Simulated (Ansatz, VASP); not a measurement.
# One calculation of SnO2, two programs

File POSCAR:

```
SnO2
1.0
    4.7604948911      0.0000000000      0.0000000000
    0.0000000000      4.7604948911      0.0000000000
    0.0000000000      0.0000000000      3.2001628212
Sn O
2 4
Direct
    0.0000000000      0.0000000000      0.0000000000
    0.5000000000      0.5000000000      0.5000000000
    0.3058809155      0.3058809155      0.0000000000
    0.1941190845      0.8058809155      0.5000000000
    0.6941190845      0.6941190845      0.0000000000
    0.8058809155      0.1941190845      0.5000000000
```

The input INCAR.step1:

```
SYSTEM = SnO2
PREC = Accurate
ENCUT = 520
ISMEAR = 0
SIGMA = 0.01
LREAL = .False.
LASPH = .True.
NELM = 80
NBANDS = 35
GGA = PE
ALGO = Normal
EDIFF = 1E-4
LWAVE = .True.
LCHARG = .False.
```

INCAR.step2

```
SYSTEM = SnO2
PREC = Accurate
ENCUT = 520
EDIFF = 1E-6
ISMEAR = 0
SIGMA = 0.01
LREAL = .False.
LASPH = .True.
NELM = 80
ALGO = Normal
ISIF = 2
LWAVE = .False.
LCHARG = .False.
METAGGA = R2SCAN
LMIXTAU = .True.
NBANDS = 35
ISTART = 1
```

Contents of KPOINTS:

```
Automatic mesh
0
Gamma
  6 6 8
  0 0 0
```

Input for Ansatz:

```yaml
crystal:
  lattice:
    - [4.7604948911, 0.0, 0.0]
    - [0.0, 4.7604948911, 0.0]
    - [0.0, 0.0, 3.2001628212]
  atoms:
    - { symbol: Sn, position: [0.0, 0.0, 0.0] }
    - { symbol: Sn, position: [0.5, 0.5, 0.5] }
    - { symbol: O, position: [0.3058809155, 0.3058809155, 0.0] }
    - { symbol: O, position: [0.1941190845, 0.8058809155, 0.5] }
    - { symbol: O, position: [0.6941190845, 0.6941190845, 0.0] }
    - { symbol: O, position: [0.8058809155, 0.1941190845, 0.5] }
kpoints:
  mp_grid: { grid: [6, 6, 8] }
  band_path:
    path:
      - [0.0, 0.0, 0.0]
      - [0.0, 0.5, 0.0]
      - [0.5, 0.5, 0.0]
      - [0.0, 0.0, 0.5]
      - [0.0, 0.5, 0.5]
      - [0.5, 0.5, 0.5]
    npoints: 1
hamiltonian:
  xc: r2scan
scf:
  occupations: { method: fixed }
  n_extra_bands: 5
output:
  forces: true
  stress: true
  eigenvalues: true
```

Alike in both runs: task single point; functional r2SCAN; k mesh 6 × 6 × 8; no spin polarisation.

|  | VASP | Ansatz |
| --- | --- | --- |
| version | VASP 6.6.1 | Ansatz 0.2.0 |
| potentials or method | VASP PAW PBE potentials, release 64 (Sn_d, O) | plane waves, PAW |
| plane-wave cutoff (eV) | 520 | 500 |
| occupations | gaussian, width 0.01 eV | fixed |
| valence electrons in the cell | 52 | 52 |

```tsv
	VASP	Ansatz	Ansatz less VASP
gap on the k mesh at the Fermi level (eV)	1.79	1.77	-0.026
pressure (GPa)	1.1	0.0	-1.09
traceless stress, the component that is largest in VASP (GPa)	0.38	0.04	-0.339
rms of the force components (eV/Å)	0.011	0.002	-0.0096
```

VASP's potentials were made for PBE, not for r2SCAN. Atom by atom the forces differ by 0.013 eV/Å (rms over components).
